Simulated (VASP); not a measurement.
CdS:

```
Cd S
1.0
     4.34639    0.00000    0.00000
    -2.17320    3.76409    0.00000
     0.00000    0.00000    5.80417
Cd S
1 1
Cartesian
  0.0000 0.0000 2.5695
  2.1732 1.2547 2.5208
```

Base run:

- Program: VASP 6.6.1
- Functional: LDA
- Potentials or basis: VASP PAW LDA potentials, release 64 (Cd, S)
- Cutoff: 520 eV
- k mesh: 6 × 6 × 4
- Occupations: gaussian, width 0.02 eV
- Spin: no spin polarisation

Its results: band gap on the k mesh 1.02 eV, indirect (least direct gap 1.16 eV); pressure -3.6 GPa; largest force 0.033 eV/Å.

**Question.** The run is repeated on the same cell with these changes: potentials or basis from VASP PAW LDA potentials, release 64 (Cd, S) to VASP PAW LDA potentials, release 64 (Cd_sv_GW, S); cutoff from 520 eV to 540 eV; further incar settings from ALGO = Normal; EDIFF = 1e-07; NBANDS = 16 to ALGO = Normal; EDIFF = 1e-06; NBANDS = 20; valence electrons from 18 to 26. What comes out?

**Answer.** Band gap on the k mesh 1.02 eV, indirect (least direct gap 1.15 eV); pressure -4.2 GPa; largest force 0.035 eV/Å.

A k mesh can miss the band edges.
